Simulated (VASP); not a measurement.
Here is a VASP 6.6.1 calculation.

INCAR

```
ALGO = Normal
EDIFF = 1E-6
ENCUT = 520
GGA = PE
ISIF = 2
ISMEAR = 0
LASPH = T
LCHARG = T
LELF = T
LREAL = F
LVHAR = T
LWAVE = F
NBANDS = 18
NELM = 80
PREC = Accurate
SIGMA = 0.02
```

File KPOINTS:

```
k-points
0
Gamma
  8 8 8
```

The input POSCAR:

```
HfO2
1.0
    0.0000000000      2.4425036149      2.4425036149
    2.4425036149      0.0000000000      2.4425036149
    2.4425036149      2.4425036149      0.0000000000
Hf O
1 2
Direct
    0.0000000000      0.0000000000      0.0000000000
    0.7500000000      0.7500000000      0.7500000000
    0.2500000000      0.2500000000      0.2500000000
```

Potentials or basis: VASP PAW PBE potentials, release 64 (Hf_pv, O).

Launch:

```sh
$ cat potpaw_PBE.64/Hf_pv/POTCAR potpaw_PBE.64/O/POTCAR > POTCAR
$ mpirun -np 1 vasp_std > vasp.out
```

(1) Estimate the pressure.

(2) Predict the band gap on the k mesh.

## Answers

(1) 36.3 GPa.

(2) 4.10 eV, direct.

Caveat: spin-orbit coupling is left out, which moves the levels of the heavy elements.
